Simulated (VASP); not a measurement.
# TcPt3 (Pm-3m) in VASP: further runs

Runs on TcPt3. Level: LDA. Tasks: single point, relaxation of cell and atoms.

Everything below comes from runs of VASP 6.6.1. Logs are shortened: lines on timing, memory, paths and dates and some standing lists are left out, and cuts for length are marked.

## Step 1: The cell of the first run

It takes space group Pm-3m (No. 221, cubic). Conventional cell: a = 3.867 Å, b = 3.867 Å, c = 3.867 Å, α = 90.00°, β = 90.00°, γ = 90.00°. Within 3.6 Å of Tc (site symmetry m-3m) lie 12 Pt at 2.73 Å. Within 3.6 Å of Pt (site symmetry 4/mmm) lie 4 Tc at 2.73 Å and 8 Pt at 2.73 Å.

## Step 2: Single point, LDA

The input, INCAR:

```
PREC = Accurate
ENCUT = 520
EDIFF = 1E-7
ISMEAR = -1
SIGMA = 0.05
LREAL = False
LASPH = True
NELM = 80
ALGO = Normal
ISIF = 2
LWAVE = False
LCHARG = False
NBANDS = 30
```

The input, KPOINTS:

```
Automatic mesh
0
Gamma
  6 6 6
```

The input, POSCAR:

```
TcPt3
1.0
    3.8671393391      0.0000000000      0.0000000000
    0.0000000000      3.8671393391      0.0000000000
    0.0000000000      0.0000000000      3.8671393391
Tc Pt
1 3
Direct
    0.0000000000      0.0000000000      0.0000000000
    0.0000000000      0.5000000000      0.5000000000
    0.5000000000      0.0000000000      0.5000000000
    0.5000000000      0.5000000000      0.0000000000
```

Potentials or basis: VASP PAW LDA potentials, release 64 (Tc_pv, Pt).

Command:

```sh
$ cat potpaw_LDA.64/Tc_pv/POTCAR potpaw_LDA.64/Pt/POTCAR > POTCAR
$ mpirun -np 1 vasp_std > vasp.out
```

OUTCAR:

```text
PREC = Accurate
   ENCUT = 520
   EDIFF = 1E-7
   ISMEAR = -1
   LREAL = False
   LASPH = True
   NELM = 80
   ISIF = 2

 ion  position               nearest neighbor table
   1  0.000  0.000  0.000-   2 2.73   3 2.73   4 2.73   2 2.73   3 2.73   2 2.73   4 2.73   2 2.73
                             3 2.73   4 2.73   3 2.73   4 2.73
   2  0.000  0.500  0.500-   1 2.73   3 2.73   4 2.73   1 2.73   4 2.73   1 2.73   3 2.73   1 2.73
                             3 2.73   4 2.73   4 2.73   3 2.73
   3  0.500  0.000  0.500-   1 2.73   2 2.73   4 2.73   1 2.73   4 2.73   2 2.73   4 2.73   4 2.73
                             1 2.73   2 2.73   1 2.73   2 2.73
   4  0.500  0.500  0.000-   1 2.73   2 2.73   3 2.73   2 2.73   3 2.73   1 2.73   3 2.73   3 2.73
                             1 2.73   2 2.73   2 2.73   1 2.73

  LATTYP: Found a simple cubic cell.
 ALAT       =     3.8671393391

  Lattice vectors:

 A1 = (   3.8671393391,   0.0000000000,   0.0000000000)
 A2 = (   0.0000000000,   3.8671393391,   0.0000000000)
 A3 = (   0.0000000000,   0.0000000000,   3.8671393391)

Analysis of symmetry for initial positions (statically):
=====================================================================
 Subroutine PRICEL returns:
 Original cell was already a primitive cell.

 Routine SETGRP: Setting up the symmetry group for a
 simple cubic supercell.

 Subroutine GETGRP returns: Found 48 space group operations
 (whereof 48 operations were pure point group operations)
 out of a pool of 48 trial point group operations.

The static configuration has the point symmetry O_h .

Analysis of symmetry for dynamics (positions and initial velocities):
=====================================================================
 Subroutine PRICEL returns:
 Original cell was already a primitive cell.

 Routine SETGRP: Setting up the symmetry group for a
 simple cubic supercell.

 Subroutine GETGRP returns: Found 48 space group operations
 (whereof 48 operations were pure point group operations)
 out of a pool of 48 trial point group operations.

The dynamic configuration has the point symmetry O_h .

 Subroutine INISYM returns: Found 48 space group operations
 (whereof 48 operations are pure point group operations),
 and found     1 'primitive' translations

----------------------------------------------------------------------------------------

                                     Primitive cell

  volume of cell :      57.8322

  direct lattice vectors                    reciprocal lattice vectors
     3.867139339  0.000000000  0.000000000     0.258589079  0.000000000  0.000000000
     0.000000000  3.867139339  0.000000000     0.000000000  0.258589079  0.000000000
     0.000000000  0.000000000  3.867139339     0.000000000  0.000000000  0.258589079

  length of vectors
     3.867139339  3.867139339  3.867139339     0.258589079  0.258589079  0.258589079

  position of ions in fractional coordinates (direct lattice)
     0.000000000  0.000000000  0.000000000
     0.000000000  0.500000000  0.500000000
     0.500000000  0.000000000  0.500000000
     0.500000000  0.500000000  0.000000000

  ion indices of the primitive-cell ions
   primitive index   ion index
                 1           1
                 2           2
                 3           3
                 4           4

----------------------------------------------------------------------------------------

 KPOINTS: Automatic mesh

Automatic generation of k-mesh.
 Grid dimensions read from file:
 generate k-points for:    6    6    6

 Generating k-lattice:

  Cartesian coordinates                     Fractional coordinates (reciprocal lattice)
     0.043098180  0.000000000  0.000000000     0.166666667  0.000000000  0.000000000
     0.000000000  0.043098180  0.000000000     0.000000000  0.166666667  0.000000000
     0.000000000  0.000000000  0.043098180     0.000000000  0.000000000  0.166666667

  Length of vectors
     0.043098180  0.043098180  0.043098180

  Shift w.r.t. Gamma in fractional coordinates (k-lattice)
     0.000000000  0.000000000  0.000000000

 Subroutine IBZKPT returns following result:
 ===========================================

 Found     20 irreducible k-points:

 Following reciprocal coordinates:
            Coordinates               Weight
  0.000000  0.000000  0.000000      1.000000
  0.166667  0.000000  0.000000      6.000000
  0.333333  0.000000  0.000000      6.000000
  0.500000  0.000000  0.000000      3.000000
  0.166667  0.166667  0.000000     12.000000
  0.333333  0.166667  0.000000     24.000000
[... 12 lines left out ...]
  0.500000  0.500000  0.333333      6.000000
  0.500000  0.500000  0.500000      1.000000
   k-points           NKPTS =     20   k-points in BZ     NKDIM =     20   number of bands    NBANDS=     30
   number of dos      NEDOS =    301   number of ions     NIONS =      4
   total plane-waves  NPLWV =  27000
   dimension x,y,z NGX =    30 NGY =   30 NGZ =   30
   dimension x,y,z NGXF=    60 NGYF=   60 NGZF=   60
   ions per type =               1   3
   NGX,Y,Z   is equivalent  to a cutoff of  12.90, 12.90, 12.90 a.u.
   NGXF,Y,Z  is equivalent  to a cutoff of  25.79, 25.79, 25.79 a.u.
 SYSTEM =  unknown system
   PREC   = accura    normal or accurate (medium, high low for compatibility)
   ISTART =      0    job   : 0-new  1-cont  2-samecut
   ICHARG =      2    charge: 1-file 2-atom 10-const
   ISPIN  =      1    spin polarized calculation?
   LNONCOLLINEAR =      F non collinear calculations
   LSORBIT =      F    spin-orbit coupling
   LASPH  =      T    aspherical Exc in radial PAW
   ENCUT  =  520.0 eV  38.22 Ry    6.18 a.u.   7.19  7.19  7.19*2*pi/ulx,y,z
   NELM   =     80;   NELMIN=  2; NELMDL= -5     # of ELM steps
   EDIFF  = 0.1E-06   stopping-criterion for ELM
   LREAL  =      F    real-space projection
   EDIFFG = 0.1E-05   stopping-criterion for IOM
   NSW    =      0    number of steps for IOM
   IBRION =     -1    ionic relax: 0-MD 1-quasi-New 2-CG
   NFREE  =      0    steps in history (QN), initial steepest desc. (CG)
   ISIF   =      2    stress and relaxation
   ISYM   =      2    0-nonsym 1-usesym 2-fastsym
   POTIM  = 0.5000    time-step for ionic-motion
   TEBEG  =    0.0;   TEEND  =   0.0 temperature during run
   PSTRESS=    0.0 pullay stress
   NELECT =      43.0000    total number of electrons
   NUPDOWN=      -1.0000    fix difference up-down
   EMIN   =  10.00;   EMAX   =-10.00  energy-range for DOS
   EFERMI =   0.00;   METHOD = LEGACY
   ISMEAR =    -1;   SIGMA  =   0.05  broadening in eV -4-tet -1-fermi 0-gaus
   EFERMI_NEDOS =   21; number of points for ismear=-14 and -15
   IALGO  =     38    algorithm
   IMIX   =      4    mixing-type and parameters
     AMIX     =   0.40;   BMIX     =  1.00
     AMIX_MAG =   1.60;   BMIX_MAG =  1.00
  volume/ion in A,a.u.               =      14.46        97.57
  Fermi-wavevector in a.u.,A,eV,Ry     =   1.483114  2.802679 29.927739  2.199627
  Thomas-Fermi vector in A             =   2.596816
   LORBIT       =      0    0 simple, 1 ext, 2 COOP (PROOUT), +10 PAW based schemes
   GGA     = CA    functional components
   LHFCALC =     F    Hartree Fock is set to
   AEXX    =    0.0000 exact exchange contribution
   IVDW    =     0    specifies the selected vdW correction
   LEPSILON=     F    determine dielectric tensor
   LRPA    =     F    only Hartree local field effects (RPA)
 non-spin polarized calculation
  energy-cutoff  :      520.00
  volume of cell :       57.83
 maximum number of plane-waves:      1596
 NGX is ok and might be reduce to    30
   NGX = 15   NGY = 15   NGZ = 15

 number of electron      42.9999989 magnetization

 Free energy of the ion-electron system (eV)
  ---------------------------------------------------
  ext. energy  EPLUGINS =         0.00000000
  ---------------------------------------------------
  free energy    TOTEN  =       -34.27829857 eV

  energy without entropy =      -34.22796289  energy(sigma->0) =      -34.25313073

 E-fermi :  12.4120     XC(G=0): -13.9447

 val. band max:       12.3916505542   @ k =   0.3333   0.3333   0.1667
 cond. band min:      12.4324334346   @ k =   0.5000   0.3333   0.0000
 fundamental gap:      0.0407828804
 Fermi energy:        12.4119872228

 k-point     1 :       0.0000    0.0000    0.0000
  band No.  band energies     occupation
      1     -26.5520      2.00000
      2     -26.5520      2.00000
      3     -26.5520      2.00000
      4       2.0314      2.00000
      5       4.8008      2.00000
      6       4.9208      2.00000
[... 22 lines left out ...]
     29      21.7619      0.00000
     30      23.4778      0.00000

 k-point     2 :       0.1667    0.0000    0.0000
  band No.  band energies     occupation
      1     -26.5590      2.00000
      2     -26.5532      2.00000
      3     -26.5532      2.00000
      4       2.4153      2.00000
      5       5.0276      2.00000
      6       5.1248      2.00000
[... 22 lines left out ...]
     29      22.4703      0.00000
     30      23.5764      0.00000

 k-point     3 :       0.3333    0.0000    0.0000
  band No.  band energies     occupation
      1     -26.5729      2.00000
      2     -26.5555      2.00000
      3     -26.5555      2.00000
      4       3.4582      2.00000
      5       5.3827      2.00000
      6       5.7104      2.00000
[... 22 lines left out ...]
     29      22.0845      0.00000
     30      22.8148      0.00000

 k-point     4 :       0.5000    0.0000    0.0000
  band No.  band energies     occupation
      1     -26.5799      2.00000
      2     -26.5567      2.00000
      3     -26.5567      2.00000
      4       4.4132      2.00000
      5       5.3112      2.00000
      6       6.1007      2.00000
[... 484 lines left out ...]
     29      19.4526      0.00000
     30      21.1263      0.00000

 k-point    19 :       0.5000    0.5000    0.3333
  band No.  band energies     occupation
      1     -26.5664      2.00000
      2     -26.5664      2.00000
      3     -26.5636      2.00000
      4       4.8293      2.00000
      5       4.8293      2.00000
      6       4.8430      2.00000
[... 22 lines left out ...]
     29      19.5260      0.00000
     30      19.5260      0.00000

 k-point    20 :       0.5000    0.5000    0.5000
  band No.  band energies     occupation
      1     -26.5644      2.00000
      2     -26.5644      2.00000
      3     -26.5644      2.00000
      4       4.5866      2.00000
      5       4.5866      2.00000
      6       4.5866      2.00000
[... 22 lines left out ...]
     29      18.8261      0.00000
     30      18.8261      0.00000

------------------------ aborting loop because EDIFF is reached ----------------------------------------

  FORCE on cell =-STRESS in cart. coord.  units (eV):
  Direction    XX          YY          ZZ          XY          YZ          ZX
  --------------------------------------------------------------------------------------
  -------------------------------------------------------------------------------------
  Total        0.2190921      0.2190921      0.2190921     -0.0000000      0.0000000     -0.0000000
  in kB        6.0697095      6.0697095      6.0697095     -0.0000000      0.0000000     -0.0000000
  external PRESSURE =       6.0697095 kB  Pullay stress =       0.0000000 kB

 VOLUME and BASIS-vectors are now :
 -----------------------------------------------------------------------------
  energy-cutoff  :      520.00
  volume of cell :       57.83
      direct lattice vectors                 reciprocal lattice vectors
     3.867139339  0.000000000  0.000000000     0.258589079  0.000000000  0.000000000
     0.000000000  3.867139339  0.000000000     0.000000000  0.258589079  0.000000000
     0.000000000  0.000000000  3.867139339     0.000000000  0.000000000  0.258589079

 POSITION                                       TOTAL-FORCE (eV/Angst)
 -----------------------------------------------------------------------------------
      0.00000      0.00000      0.00000         0.000000      0.000000      0.000000
      0.00000      1.93357      1.93357         0.000000      0.000000      0.000000
      1.93357      0.00000      1.93357         0.000000      0.000000      0.000000
      1.93357      1.93357      0.00000         0.000000      0.000000      0.000000
 -----------------------------------------------------------------------------------
    total drift:                                0.000000      0.000000     -0.000000

  FREE ENERGIE OF THE ION-ELECTRON SYSTEM (eV)
  ---------------------------------------------------
  free  energy   TOTEN  =       -34.2782985717 eV

  energy  without entropy=      -34.2279628870  energy(sigma->0) =      -34.25313073
```

It took 14 s on 1 thread of Intel Xeon 6975P-C (Granite Rapids), shared host; peak memory 0.16 GiB.

Results:

```
Free energy : -34.2783 eV
Pressure    : 0.6 GPa
```

Caveat: spin-orbit coupling is left out, which moves the levels of the heavy elements.

## Step 3: Single point, LDA

The input, INCAR:

```
SYSTEM = TcPt3
  PREC = Accurate
  ENCUT = 520
  EDIFF = 1E-7
  ISMEAR = -1
  SIGMA = 0.05
  LREAL = .FALSE.
  LASPH = .TRUE.
  NELM = 80
  ALGO = Normal
  ISIF = 2
  LWAVE = .FALSE.
  LCHARG = .TRUE.
  GGA = CA
  LELF = .TRUE.
  LVHAR = .TRUE.
  NBANDS = 30
```

The input, KPOINTS:

```
regular mesh
0
G
  6 6 6
  0 0 0
```

POSCAR is that of step 2.

Potentials or basis: VASP PAW LDA potentials, release 64 (Tc_pv, Pt).

Command:

```sh
$ cat potpaw_LDA.64/Tc_pv/POTCAR potpaw_LDA.64/Pt/POTCAR > POTCAR
$ mpirun -np 1 vasp_std > vasp.out
```

Run time: 16 s. Hardware: 1 thread of Intel Xeon 6975P-C (Granite Rapids), shared host; peak memory 0.16 GiB.

It converged, with:

- Free energy: -34.2783 eV
- Pressure: 0.6 GPa

Levels at points of the mesh, in eV from the Fermi level:
| k point | band 20 | band 21 | band 22 | band 23 | band 24 | band 25 |
| --- | --- | --- | --- | --- | --- | --- |
| (0.00, 0.00, 0.00) | 1.07 | 1.07 | 1.88 | 1.88 | 1.88 | 1.88 |
| (0.50, 0.00, 0.00) | -1.13 | -1.13 | -0.47 | 0.20 | 0.23 | 1.85 |
| (0.50, 0.50, 0.00) | -2.21 | -0.74 | -0.64 | -0.64 | 1.76 | 1.76 |
| (0.50, 0.50, 0.50) | -0.29 | -0.29 | -0.29 | 0.95 | 0.95 | 0.95 |

Caveat: spin-orbit coupling is left out, which moves the levels of the heavy elements.

(Part 1 of 3 ends here.)
